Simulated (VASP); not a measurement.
Input of a VASP 6.6.1 run:

Contents of INCAR:

```
  ALGO = Normal
  EDIFF = 1E-6
  EDIFFG = -0.01
  ENCUT = 600
  GGA = PS
  IBRION = 2
  ISIF = 3
  ISMEAR = -1
  LASPH = True
  LCHARG = False
  LREAL = False
  LWAVE = False
  NELM = 60
  NSW = 60
  PREC = Accurate
  SIGMA = 0.05
```

The input KPOINTS:

```
k-points
0
Gamma
  11 11 11
```

Contents of POSCAR:

```
Al
1.0
    0.0000000000      2.0248050000      2.0248050000
    2.0248050000      0.0000000000      2.0248050000
    2.0248050000      2.0248050000      0.0000000000
Al
1
Direct
    0.0000000000      0.0000000000      0.0000000000
```

Potentials or basis: VASP PAW PBE potentials, release 64 (Al).

Launch:

```bash
$ cat potpaw_PBE.64/Al/POTCAR > POTCAR
$ mpirun -np 1 vasp_std > vasp.out
```

Task: What does it give for the relaxed volume?

Result: 16.22 Å³/atom.

Task: What does it give for the space group after relaxing (to 0.05 Å)?

Result: Fm-3m (No. 225).

Task: What does it give for the relaxed cell?

Result: a = 2.841 Å, b = 2.841 Å, c = 2.841 Å, α = 60.00°, β = 60.00°, γ = 60.00°.

Step by step:
```csv
step,energy change (eV),largest force (eV/Å),pressure (GPa),volume (Å³)
1,0.0000,0.0000,-1.87,16.60
2,-0.0022,0.0000,0.39,16.14
3,-0.0023,0.0000,0.00,16.22
```

Caveat: the PAW data sets were made with another functional, which shifts forces and pressure a little.

The cell as given is a measured one (16.60 Å³/atom); PBEsol puts the equilibrium volume -2.3 % from it, thermal expansion not counted.
